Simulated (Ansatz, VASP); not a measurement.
## Tc: VASP beside Ansatz

```
Tc
1.0
     2.69960    0.00000    0.00000
    -1.34980    2.33792    0.00000
     0.00000    0.00000    4.33550
Tc
2
Direct
  0.33333 0.66667 0.25000
  0.66667 0.33333 0.75000
```

Change from the starting cell: volume scaled by 0.96.

Alike in both runs: task single point; functional PBE; k mesh 14 × 14 × 8; occupations fermi-dirac, width 0.08 eV; no spin polarisation.

```csv
,VASP,Ansatz
version,VASP 6.6.1,Ansatz 0.2.0
potentials or method,"VASP PAW PBE potentials, release 64 (Tc_pv), cutoff 520 eV","all-electron LAPW, scalar-relativistic"
```

Ansatz gave:

```
pressure (GPa)                                                : 18.2
traceless stress, the component that is largest in VASP (GPa) : -1.07
```

Estimate VASP's values.

pressure (GPa): 17.5; traceless stress, the component that is largest in VASP (GPa): -1.08.

Ansatz ran all-electron here, and VASP with PAW potentials.
